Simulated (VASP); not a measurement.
# HgTe (CsCl type) (Pm-3m) in VASP: a series of runs, part 2 of 4

VASP 6.6.1. Earlier steps stand in the parts before.

### 3 Single point, PBE (volume scaled by 0.55)

INCAR

```
PREC     = Accurate       # precision mode
ENCUT    = 520            # plane-wave cutoff, eV
EDIFF    = 1E-6           # SCF threshold, eV
ISMEAR   = -1             # smearing method
SIGMA    = 0.05           # smearing width, eV
LREAL    = False          # projectors in reciprocal space
LASPH    = True           # aspherical terms in the spheres
NELM     = 80             # most SCF steps
ALGO     = Normal         # electronic algorithm
ISIF     = 2              # what is computed and relaxed
LWAVE    = False          # write WAVECAR
LCHARG   = False          # write CHGCAR
GGA      = PE             # functional
NBANDS   = 16             # bands
```

KPOINTS

```
Automatic mesh
0
Gamma
  11 11 11
```

POSCAR

```
HgTe
1.0
    3.1176361866      0.0000000000      0.0000000000
    0.0000000000      3.1176361866      0.0000000000
    0.0000000000      0.0000000000      3.1176361866
Hg Te
1 1
Direct
    0.0000000000      0.0000000000      0.0000000000
    0.5000000000      0.5000000000      0.5000000000
```

Potentials or basis: VASP PAW PBE potentials, release 64 (Hg, Te).

On the command line:

```
cat potpaw_PBE.64/Hg/POTCAR potpaw_PBE.64/Te/POTCAR > POTCAR
mpirun -np 1 vasp_std > vasp.out
```

OUTCAR:

```text
PREC = Accurate
   ENCUT = 520
   EDIFF = 1E-6
   ISMEAR = -1
   LREAL = False
   LASPH = True
   NELM = 80
   ISIF = 2
   GGA = PE

 ion  position               nearest neighbor table
   1  0.000  0.000  0.000-   2 2.70   2 2.70   2 2.70   2 2.70   2 2.70   2 2.70   2 2.70   2 2.70

   2  0.500  0.500  0.500-   1 2.70   1 2.70   1 2.70   1 2.70   1 2.70   1 2.70   1 2.70   1 2.70

  LATTYP: Found a simple cubic cell.
 ALAT       =     3.1176361866

  Lattice vectors:

 A1 = (   3.1176361866,   0.0000000000,   0.0000000000)
 A2 = (   0.0000000000,   3.1176361866,   0.0000000000)
 A3 = (   0.0000000000,   0.0000000000,   3.1176361866)

Analysis of symmetry for initial positions (statically):
=====================================================================
 Subroutine PRICEL returns:
 Original cell was already a primitive cell.

 Routine SETGRP: Setting up the symmetry group for a
 simple cubic supercell.

 Subroutine GETGRP returns: Found 48 space group operations
 (whereof 48 operations were pure point group operations)
 out of a pool of 48 trial point group operations.

The static configuration has the point symmetry O_h .

Analysis of symmetry for dynamics (positions and initial velocities):
=====================================================================
 Subroutine PRICEL returns:
 Original cell was already a primitive cell.

 Routine SETGRP: Setting up the symmetry group for a
 simple cubic supercell.

 Subroutine GETGRP returns: Found 48 space group operations
 (whereof 48 operations were pure point group operations)
 out of a pool of 48 trial point group operations.

The dynamic configuration has the point symmetry O_h .

 Subroutine INISYM returns: Found 48 space group operations
[... 104 lines left out ...]
   ISYM   =      2    0-nonsym 1-usesym 2-fastsym
   POTIM  = 0.5000    time-step for ionic-motion
   TEBEG  =    0.0;   TEEND  =   0.0 temperature during run
   PSTRESS=    0.0 pullay stress
   NELECT =      18.0000    total number of electrons
   NUPDOWN=      -1.0000    fix difference up-down
   EMIN   =  10.00;   EMAX   =-10.00  energy-range for DOS
   EFERMI =   0.00;   METHOD = LEGACY
   ISMEAR =    -1;   SIGMA  =   0.05  broadening in eV -4-tet -1-fermi 0-gaus
   EFERMI_NEDOS =   21; number of points for ismear=-14 and -15
   IALGO  =     38    algorithm
   IMIX   =      4    mixing-type and parameters
     AMIX     =   0.40;   BMIX     =  1.00
     AMIX_MAG =   1.60;   BMIX_MAG =  1.00
  volume/ion in A,a.u.               =      15.15       102.25
  Fermi-wavevector in a.u.,A,eV,Ry     =   1.376175  2.600593 25.767486  1.893857
  Thomas-Fermi vector in A             =   2.501443
   LORBIT       =      0    0 simple, 1 ext, 2 COOP (PROOUT), +10 PAW based schemes
   GGA     = PE    functional components
   LHFCALC =     F    Hartree Fock is set to
   AEXX    =    0.0000 exact exchange contribution
   IVDW    =     0    specifies the selected vdW correction
   LEPSILON=     F    determine dielectric tensor
   LRPA    =     F    only Hartree local field effects (RPA)
 non-spin polarized calculation
  energy-cutoff  :      520.00
  volume of cell :       30.30
 maximum number of plane-waves:       837
 NGX is ok and might be reduce to    24
   NGX = 11   NGY = 11   NGZ = 11

 number of electron      17.9999995 magnetization

 Free energy of the ion-electron system (eV)
  ---------------------------------------------------
  ext. energy  EPLUGINS =         0.00000000
  ---------------------------------------------------
  free energy    TOTEN  =         2.76300027 eV

  energy without entropy =        2.76976913  energy(sigma->0) =        2.76638470

 E-fermi :  13.9550     XC(G=0): -13.2809

 val. band max:       13.9310346699   @ k =   0.3636   0.0909   0.0909
 cond. band min:      14.0156201893   @ k =   0.4545   0.0909   0.0909
 fundamental gap:      0.0845855194
 Fermi energy:        13.9550378331

 k-point     1 :       0.0000    0.0000    0.0000
  band No.  band energies     occupation
      1      -4.6310      2.00000
      2       3.2155      2.00000
      3       3.2155      2.00000
      4       5.1004      2.00000
      5       5.1004      2.00000
      6       5.1004      2.00000
[... 433 lines left out ...]
      3       3.4185      2.00000
      4       4.2283      2.00000
      5       4.2912      2.00000
      6       4.9559      2.00000
[... 8 lines left out ...]
     15      25.0151      0.00000
     16      26.6317      0.00000

 [... further k-points ...]
[... 5 lines left out ...]
  --------------------------------------------------------------------------------------
  -------------------------------------------------------------------------------------
  Total       25.2310428     25.2310428     25.2310428     -0.0000000      0.0000000     -0.0000000
  in kB     1334.0419365   1334.0419365   1334.0419365     -0.0000000      0.0000000     -0.0000000
  external PRESSURE =    1334.0419365 kB  Pullay stress =       0.0000000 kB

 VOLUME and BASIS-vectors are now :
 -----------------------------------------------------------------------------
  energy-cutoff  :      520.00
  volume of cell :       30.30
      direct lattice vectors                 reciprocal lattice vectors
     3.117636187  0.000000000  0.000000000     0.320755836  0.000000000  0.000000000
     0.000000000  3.117636187  0.000000000     0.000000000  0.320755836  0.000000000
     0.000000000  0.000000000  3.117636187     0.000000000  0.000000000  0.320755836

 POSITION                                       TOTAL-FORCE (eV/Angst)
 -----------------------------------------------------------------------------------
      0.00000      0.00000      0.00000         0.000000      0.000000      0.000000
      1.55882      1.55882      1.55882         0.000000      0.000000      0.000000
 -----------------------------------------------------------------------------------
    total drift:                               -0.000000      0.000000      0.000000

  FREE ENERGIE OF THE ION-ELECTRON SYSTEM (eV)
  ---------------------------------------------------
  free  energy   TOTEN  =         2.7630002727 eV

  energy  without entropy=        2.7697691303  energy(sigma->0) =        2.76638470
```

OSZICAR:

```text
N       E                     dE             d eps       ncg     rms          rms(c)
DAV:   1     0.119772959147E+03    0.11977E+03   -0.92225E+03  1880   0.109E+03
DAV:   2     0.539010599620E+01   -0.11438E+03   -0.10789E+03  2128   0.265E+02
DAV:   3     0.248793801573E+01   -0.29022E+01   -0.28932E+01  2320   0.418E+01
DAV:   4     0.247545449715E+01   -0.12484E-01   -0.12483E-01  2192   0.302E+00
DAV:   5     0.247534131001E+01   -0.11319E-03   -0.11319E-03  2408   0.287E-01    0.312E+01
DAV:   6     0.272098200917E+01    0.24564E+00   -0.32753E-01  2088   0.905E+00    0.200E+01
DAV:   7     0.275835197006E+01    0.37370E-01   -0.13308E-01  2064   0.328E+00    0.191E+00
DAV:   8     0.276284127001E+01    0.44893E-02   -0.25601E-02  1968   0.221E+00    0.112E+00
DAV:   9     0.276297757486E+01    0.13630E-03   -0.26058E-03  2216   0.398E-01    0.257E-01
DAV:  10     0.276300026512E+01    0.22690E-04   -0.67468E-05  2120   0.756E-02    0.651E-02
DAV:  11     0.276300027272E+01    0.75963E-08   -0.49533E-06  2264   0.151E-02
   1 F= 0.27630003E+01 E0= 0.27663847E+01  d E =-.676886E-02
```

stdout:

```text
POSCAR found type information on POSCAR HgTe
 POSCAR found :  2 types and       2 ions
 scaLAPACK will be used
 LDA part: xc-table for (Slater+PW92), standard interpolation
 POSCAR, INCAR and KPOINTS ok, starting setup
 FFT: planning ... GRIDC
 FFT: planning ... GRID_SOFT
 FFT: planning ... GRID
 WAVECAR not read
 entering main loop
```

Wall time 12 s (1 thread of Intel Xeon 8259CL, shared host); peak memory 0.16 GiB.

Results:

```yaml
Free_energy: 2.7630 eV
Pressure: 133.4 GPa
Band_gap_on_the_k_mesh: zero (band 9 reaches 16.01 eV, above the bottom of band 10 at 12.45 eV)
```

Caveat: spin-orbit coupling is left out, which moves the levels of the heavy elements.

[end of part 2 of 4]
